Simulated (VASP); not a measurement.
Runs of VASP 6.6.1 on HfO2. The structure is that of space group P4_2/nmc (No. 137), or close to it. The cells are those of the table. 

```tsv
cell	gap on the mesh (eV)	pressure (GPa)	largest force (eV/Å)
a = 3.645, b = 3.645, c = 5.298 Å, 6 atoms	4.46	-13.6	0.29
a = 3.435, b = 3.435, c = 4.993 Å, 6 atoms	5.07	(c)	0.80
a = 3.558, b = 3.558, c = 5.172 Å, 6 atoms	4.76	2.9	0.10
a = 3.587, b = 3.587, c = 5.215 Å, 6 atoms	4.65	-3.3	0.04
a = 3.616, b = 3.616, c = 5.257 Å, 6 atoms	(a)	-8.8	0.17
a = 3.498, b = 3.498, c = 5.084 Å, 6 atoms	4.93	18.0	0.42
a = 3.467, b = 3.467, c = 5.039 Å, 6 atoms	5.00	27.1	0.60
a = 3.528, b = 3.528, c = 5.128 Å, 6 atoms	4.85	9.9	0.25
a = 3.673, b = 3.673, c = 5.339 Å, 6 atoms	4.37	(b)	0.39
```

Alike in all rows: task single point; level PBE+D3(BJ); potentials or basis VASP PAW PBE potentials, release 64 (Hf_pv, O); no spin polarisation; k mesh 6 × 6 × 4; cutoff (eV) 520; smearing gaussian 0.01 eV.

Fill in the values left out.

(a) 4.56; (b) -17.8; (c) 37.6.

Caveats: spin-orbit coupling is left out, which moves the levels of the heavy elements; the cell stands under tension (at least some runs); the cell stands under pressure (at least some runs); the stress differs along the axes, from 34 to 39 GPa (at least some runs).

A k mesh can miss the band edges, and the runs leave out spin-orbit coupling on Hf.
